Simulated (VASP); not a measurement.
# AlAs (F-43m) in VASP: a series of runs, part 2 of 2

VASP 6.6.1. Earlier steps stand in the parts before.

## 4. Relaxation of cell and atoms, LDA, target pressure 2 GPa, at which the enthalpy is minimised

This run uses another cell than the first one, of 22.30 Å³/atom, 1.013 times its volume.

The input, INCAR:

```
PREC = Accurate ; ENCUT = 500
EDIFF = 1E-7 ; ISMEAR = 0
SIGMA = 0.01 ; LREAL = False
LASPH = True ; NELM = 120
ALGO = Normal ; ISIF = 3
LWAVE = False ; LCHARG = False
GGA = CA ; IBRION = 2
NSW = 100 ; EDIFFG = -0.002
PSTRESS = 20.0 ; GGA_COMPAT = False
NELMIN = 4
```

The input, KPOINTS:

```
Automatic mesh
0
Gamma
  8 8 8
```

The input, POSCAR:

```
AlAs
1.0
    0.0000000000      2.8145759924      2.8145759924
    2.8145759924      0.0000000000      2.8145759924
    2.8145759924      2.8145759924      0.0000000000
Al As
1 1
Direct
    0.0000000000      0.0000000000      0.0000000000
    0.7500000000      0.7500000000      0.7500000000
```

Potentials or basis: VASP PAW LDA potentials, release 64 (Al, As).

On the command line:

```bash
$ cat potpaw_LDA.64/Al/POTCAR potpaw_LDA.64/As/POTCAR > POTCAR
$ mpirun -np 1 vasp_std > vasp.out
```

OUTCAR:

```text
PREC = Accurate
   ENCUT = 500
   EDIFF = 1E-7
   ISMEAR = 0
   LREAL = False
   LASPH = True
   NELM = 120
   ISIF = 3
   GGA = CA
   IBRION = 2
   NSW = 100
   EDIFFG = -0.002
   PSTRESS = 20.0
   NELMIN = 4

 ion  position               nearest neighbor table
   1  0.000  0.000  0.000-   2 2.44   2 2.44   2 2.44   2 2.44
   2  0.750  0.750  0.750-   1 2.44   1 2.44   1 2.44   1 2.44

  LATTYP: Found a face centered cubic cell.
 ALAT       =     5.6291519848

  Lattice vectors:

 A1 = (   0.0000000000,   2.8145759924,   2.8145759924)
 A2 = (   2.8145759924,   0.0000000000,   2.8145759924)
 A3 = (   2.8145759924,   2.8145759924,   0.0000000000)

Analysis of symmetry for initial positions (statically):
=====================================================================
 Subroutine PRICEL returns:
 Original cell was already a primitive cell.

 Routine SETGRP: Setting up the symmetry group for a
 face centered cubic supercell.

 Subroutine GETGRP returns: Found 24 space group operations
 (whereof 24 operations were pure point group operations)
 out of a pool of 48 trial point group operations.

The static configuration has the point symmetry T_d .

Analysis of symmetry for dynamics (positions and initial velocities):
=====================================================================
 Subroutine PRICEL returns:
 Original cell was already a primitive cell.

 Routine SETGRP: Setting up the symmetry group for a
 face centered cubic supercell.

 Subroutine GETGRP returns: Found 24 space group operations
 (whereof 24 operations were pure point group operations)
 out of a pool of 48 trial point group operations.

The dynamic configuration has the point symmetry T_d .

 Subroutine INISYM returns: Found 24 space group operations
[... 125 lines left out ...]
   IVDW    =     0    specifies the selected vdW correction
   LEPSILON=     F    determine dielectric tensor
   LRPA    =     F    only Hartree local field effects (RPA)
 conjugate gradient relaxation of ions
 non-spin polarized calculation
 Gauss-broadening in eV      SIGMA  =   0.01
  energy-cutoff  :      500.00
  volume of cell :       44.59
 maximum number of plane-waves:      1158
 NGX is ok and might be reduce to    30
   NGX = 15   NGY = 15   NGZ = 15

--------------------------------------- Ionic step        1  -------------------------------------------

 number of electron       8.0000001 magnetization

 Free energy of the ion-electron system (eV)
  ---------------------------------------------------
  ext. energy  EPLUGINS =         0.00000000
  ---------------------------------------------------
  free energy    TOTEN  =       -10.51394611 eV

  energy without entropy =      -10.51394611  energy(sigma->0) =      -10.51394611

------------------------ aborting loop because EDIFF is reached ----------------------------------------

  FORCE on cell =-STRESS in cart. coord.  units (eV):
  Direction    XX          YY          ZZ          XY          YZ          ZX
  --------------------------------------------------------------------------------------
  -------------------------------------------------------------------------------------
  Total        0.0960178      0.0960178      0.0960178      0.0000000      0.0000000     -0.0000000
  in kB        3.4497950      3.4497950      3.4497950      0.0000000      0.0000000     -0.0000000
  external PRESSURE =     -16.5502050 kB  Pullay stress =      20.0000000 kB
[... 63 lines left out ...]
--------------------------------------- Ionic step        3  -------------------------------------------

 number of electron       8.0000001 magnetization

 Free energy of the ion-electron system (eV)
  ---------------------------------------------------
  ext. energy  EPLUGINS =         0.00000000
  ---------------------------------------------------
  free energy    TOTEN  =       -10.50742152 eV

  energy without entropy =      -10.50742152  energy(sigma->0) =      -10.50742152

 E-fermi :   4.1494     XC(G=0):  -9.4207

 val. band max:        4.1085930884   @ k =   0.0000   0.0000   0.0000
 cond. band min:       5.3826206550   @ k =   0.5000   0.5000   0.0000
 fundamental gap:      1.2740275665
 Fermi energy:         4.1494456112

 k-point     1 :       0.0000    0.0000    0.0000
  band No.  band energies     occupation
      1      -7.9980      2.00000
      2       4.1086      2.00000
      3       4.1086      2.00000
      4       4.1086      2.00000
      5       6.2895      0.00000
      6       8.4178      0.00000
      7       8.4178      0.00000
      8       8.4178      0.00000
[... 243 lines left out ...]
 k-point    24 :      -0.3750    0.2500    0.1250
  band No.  band energies     occupation
      1      -6.2173      2.00000
      2      -1.3147      2.00000
      3       1.3022      2.00000
      4       2.4958      2.00000
      5       7.7794      0.00000
      6       8.3137      0.00000
      7      10.8745      0.00000
      8      11.8187      0.00000

 [... further k-points ...]

------------------------ aborting loop because EDIFF is reached ----------------------------------------

  FORCE on cell =-STRESS in cart. coord.  units (eV):
  Direction    XX          YY          ZZ          XY          YZ          ZX
  --------------------------------------------------------------------------------------
  -------------------------------------------------------------------------------------
  Total        0.5438033      0.5438033      0.5438033      0.0000000      0.0000000      0.0000000
  in kB       19.9416763     19.9416763     19.9416763      0.0000000      0.0000000      0.0000000
  external PRESSURE =      -0.0583237 kB  Pullay stress =      20.0000000 kB
[... 21 lines left out ...]
  energy  without entropy=      -10.5074215163  energy(sigma->0) =      -10.50742152

  enthalpy is  TOTEN    =        -9.9620277007 eV   P V=        0.5453938156

 reached required accuracy - stopping structural energy minimisation
```

OSZICAR:

```text
N       E                     dE             d eps       ncg     rms          rms(c)
DAV:   1     0.153225591338E+02    0.15323E+02   -0.30818E+03   472   0.737E+02
DAV:   2    -0.101942824843E+02   -0.25517E+02   -0.25010E+02   632   0.892E+01
DAV:   3    -0.108323347942E+02   -0.63805E+00   -0.63805E+00   536   0.196E+01
[... 21 lines left out ...]
DAV:   2    -0.105078762681E+02    0.17305E-02   -0.35909E-03   560   0.334E-01    0.105E-01
DAV:   3    -0.105074537095E+02    0.42256E-03   -0.15173E-03   520   0.196E-01    0.391E-02
DAV:   4    -0.105074269476E+02    0.26762E-04   -0.48533E-05   520   0.447E-02    0.231E-02
DAV:   5    -0.105074215552E+02    0.53923E-05   -0.74666E-06   584   0.160E-02    0.113E-02
DAV:   6    -0.105074215163E+02    0.38915E-07   -0.11881E-07   520   0.293E-03
   3 F= -.99620277E+01 E0= -.99620277E+01  d E =-.473945E-02
```

CONTCAR:

```text
AlAs
   1.00000000000000
     0.0000000000000000    2.7954620448297693    2.7954620448297693
     2.7954620448297693    0.0000000000000000    2.7954620448297693
     2.7954620448297693    2.7954620448297693   -0.0000000000000000
  Al              As
     1     1
Direct
     0.0000000000000000    0.0000000000000000    0.0000000000000000
     0.7500000000000000    0.7500000000000000    0.7500000000000000

  0.00000000E+00  0.00000000E+00  0.00000000E+00
  0.00000000E+00  0.00000000E+00  0.00000000E+00
```

It took 19 s on 1 thread of Intel Xeon 6975P-C, shared host; peak memory 0.15 GiB.

Results:

| Quantity | Value |
| --- | --- |
| Free energy | -10.5074 eV |
| Relaxed volume | 21.85 Å³/atom |
| Relaxed cell | a = 3.953 Å, b = 3.953 Å, c = 3.953 Å, α = 60.00°, β = 60.00°, γ = 60.00° |
| Space group after relaxing (to 0.05 Å) | F-43m (No. 216) |
| Energy change on relaxing (the enthalpy is what falls) | +3.3 meV/atom |
| Ionic steps | 3 |
| Pressure after relaxing | 2.0 GPa |
| Band gap on the k mesh | 1.27 eV, indirect (least direct gap 2.18 eV) |

Step by step:
| step | energy change (eV) | largest force (eV/Å) | pressure (GPa) | volume (Å³) |
| --- | --- | --- | --- | --- |
| 1 | 0.0000 | 0.0000 | 0.34 | 44.59 |
| 2 | 0.0156 | 0.0000 | 3.13 | 43.12 |
| 3 | 0.0065 | 0.0000 | 1.99 | 43.69 |

Final structure:
```
Al As
1.0
     0.00000    2.79546    2.79546
     2.79546    0.00000    2.79546
     2.79546    2.79546    0.00000
Al As
1 1
Direct
  0.00000 0.00000 0.00000
  0.75000 0.75000 0.75000
```

Levels at points of the mesh, in eV from the valence-band top:
```
           k point  band 2  band 3  band 4  band 5  band 6  band 7
(0.00, 0.00, 0.00)    0.00    0.00    0.00    2.18    4.31    4.31
(0.50, 0.00, 0.00)   -5.77   -0.85   -0.85    2.16    4.66    4.66
(0.50, 0.50, 0.00)   -5.58   -2.26   -2.26    1.27    2.20   10.49
```

Caveat: the cell is relaxed towards a set pressure, so the enthalpy falls and the energy may rise.

## 5. Relaxation of cell and atoms, LDA, target pressure 4 GPa, at which the enthalpy is minimised

This run uses another cell than the first one, of 22.30 Å³/atom, 1.013 times its volume.

The input, INCAR:

```
ALGO = Normal
EDIFF = 1E-7
EDIFFG = -0.002
ENCUT = 500
GGA = CA
GGA_COMPAT = False
IBRION = 2
ISIF = 3
ISMEAR = 0
LASPH = True
LCHARG = False
LREAL = False
LWAVE = False
NELM = 120
NELMIN = 4
NSW = 100
PREC = Accurate
PSTRESS = 40.0
SIGMA = 0.01
```

The input, KPOINTS:

```
k-points
0
Gamma
  8 8 8
```

POSCAR is that of step 4.

On the command line:

```bash
$ cat potpaw_LDA.64/Al/POTCAR potpaw_LDA.64/As/POTCAR > POTCAR
$ mpirun -np 1 vasp_std > vasp.out
```

Run time: 18 s. Hardware: 1 thread of Intel Xeon 6975P-C, shared host; peak memory 0.15 GiB.

It converged, with:

```yaml
Free_energy: -10.4893 eV
Relaxed_volume: 21.36 Å³/atom
Relaxed_cell: a = 3.924 Å, b = 3.924 Å, c = 3.924 Å, α = 60.00°, β = 60.00°, γ = 60.00°
Space_group_after_relaxing_to_0.05_Å: F-43m (No. 216)
Energy_change_on_relaxing_the_enthalpy_is_what_falls: +12.3 meV/atom
Ionic_steps: 3
Pressure_after_relaxing: 4.0 GPa
Band_gap_on_the_k_mesh: 1.23 eV, indirect (least direct gap 2.36 eV)
```

The path:
```tsv
step	energy change (eV)	largest force (eV/Å)	pressure (GPa)	volume (Å³)
1	0.0000	0.0000	0.34	44.59
2	0.0701	0.0000	7.08	41.39
3	0.0246	0.0000	3.99	42.72
```

Final structure:
```cif
data_structure
_symmetry_space_group_name_H-M 'P 1'
_symmetry_Int_Tables_number 1
_cell_length_a 3.9238
_cell_length_b 3.9238
_cell_length_c 3.9238
_cell_angle_alpha 60.000
_cell_angle_beta 60.000
_cell_angle_gamma 60.000
_cell_volume 42.72
loop_
_atom_site_label
_atom_site_type_symbol
_atom_site_fract_x
_atom_site_fract_y
_atom_site_fract_z
_atom_site_occupancy
Al1 Al 0.00000 0.00000 0.00000 1
As1 As 0.75000 0.75000 0.75000 1
```

Levels at points of the mesh, in eV from the valence-band top:
```
           k point  band 1  band 2  band 3  band 4  band 5  band 6  band 7  band 8
(0.00, 0.00, 0.00)  -12.24    0.00    0.00    0.00    2.36    4.35    4.35    4.35
(0.50, 0.00, 0.00)  -10.68   -5.87   -0.87   -0.87    2.25    4.68    4.68    7.70
(0.50, 0.50, 0.00)  -10.08   -5.66   -2.31   -2.31    1.23    2.20   10.66   10.66
```

Caveat: the cell is relaxed towards a set pressure, so the enthalpy falls and the energy may rise. A hybrid or GW would open this gap; LDA tends to underestimate it.

## 6. Relaxation of cell and atoms, LDA, target pressure 7 GPa, at which the enthalpy is minimised

This run uses another cell than the first one, of 22.30 Å³/atom, 1.013 times its volume.

The input, INCAR:

```
SYSTEM = AlAs
ALGO = Normal ; EDIFF = 1E-7
EDIFFG = -0.002 ; ENCUT = 500
GGA = CA ; GGA_COMPAT = .FALSE.
IBRION = 2 ; ISIF = 3
ISMEAR = 0 ; LASPH = .TRUE.
LCHARG = .FALSE. ; LREAL = .FALSE.
LWAVE = .FALSE. ; NELM = 120
NELMIN = 4 ; NSW = 100
PREC = Accurate ; PSTRESS = 70.0
SIGMA = 0.01
```

The input, KPOINTS:

```
k-points
0
G
  8 8 8
  0 0 0
```

POSCAR is that of step 5.

Potentials or basis: VASP PAW LDA potentials, release 64 (Al, As).

On the command line:

```bash
$ cat potpaw_LDA.64/Al/POTCAR potpaw_LDA.64/As/POTCAR > POTCAR
$ mpirun -np 1 vasp_std > vasp.out
```

It took 27 s on 1 thread of Intel Xeon 6975P-C, shared host; peak memory 0.15 GiB.

The run converged. Its results:

| Quantity | Value |
| --- | --- |
| Free energy | -10.4453 eV |
| Relaxed volume | 20.71 Å³/atom |
| Relaxed cell | a = 3.884 Å, b = 3.884 Å, c = 3.884 Å, α = 60.00°, β = 60.00°, γ = 60.00° |
| Space group after relaxing (to 0.05 Å) | F-43m (No. 216) |
| Energy change on relaxing (the enthalpy is what falls) | +34.3 meV/atom |
| Ionic steps | 6 |
| Pressure after relaxing | 7.0 GPa |
| Band gap on the k mesh | 1.17 eV, indirect (least direct gap 2.62 eV) |

The path:
| step | energy change (eV) | largest force (eV/Å) | pressure (GPa) | volume (Å³) |
| --- | --- | --- | --- | --- |
| 1 | 0.0000 | 0.0000 | 0.34 | 44.59 |
| 2 | 0.2361 | 0.0000 | 14.46 | 38.88 |
| 3 | 0.0674 | 0.0000 | 6.93 | 41.45 |
| 4 | 0.0701 | 0.0000 | 7.08 | 41.39 |
| 5 | 0.0675 | 0.0000 | 6.93 | 41.45 |
| 6 | 0.0686 | 0.0000 | 7.00 | 41.42 |

Final structure:
```yaml
crystal:
  lattice:
    - [0.00000, 2.74625, 2.74625]
    - [2.74625, 0.00000, 2.74625]
    - [2.74625, 2.74625, 0.00000]
  atoms:
    - { symbol: Al, position: [0.00000, 0.00000, 0.00000] }
    - { symbol: As, position: [0.75000, 0.75000, 0.75000] }
```

Levels at points of the mesh, in eV from the valence-band top:
```csv
k point,band 2,band 3,band 4,band 5,band 6,band 7
"(0.00, 0.00, 0.00)",0.00,0.00,0.00,2.62,4.40,4.40
"(0.50, 0.00, 0.00)",-6.02,-0.89,-0.89,2.37,4.70,4.70
"(0.50, 0.50, 0.00)",-5.78,-2.39,-2.39,1.17,2.20,10.90
```

Caveat: the cell is relaxed towards a set pressure, so the enthalpy falls and the energy may rise.

## 7. The runs side by side

```csv
task,cell,gap on the mesh (eV),pressure (GPa)
single point,"a = 3.963 Å, angles 60.0°, 2 atoms",1.29,1.4
relaxation of cell and atoms,"relaxed to 1 GPa from a = 3.980 Å, angles 60.0°, 2 atoms",1.30,1.0
relaxation of cell and atoms,"relaxed to 2 GPa from a = 3.980 Å, angles 60.0°, 2 atoms",1.27,2.0
relaxation of cell and atoms,"relaxed to 4 GPa from a = 3.980 Å, angles 60.0°, 2 atoms",1.23,4.0
relaxation of cell and atoms,"relaxed to 7 GPa from a = 3.980 Å, angles 60.0°, 2 atoms",1.17,7.0
```

Alike in all rows: level LDA; potentials or basis VASP PAW LDA potentials, release 64 (Al, As); no spin polarisation; k mesh 8 × 8 × 8; cutoff (eV) 500; smearing gaussian 0.01 eV.

Caveats: the cell is relaxed towards a set pressure, so the enthalpy falls and the energy may rise (some runs).

Total energies depend on the potentials used, so only differences within one code and one set of settings carry meaning.
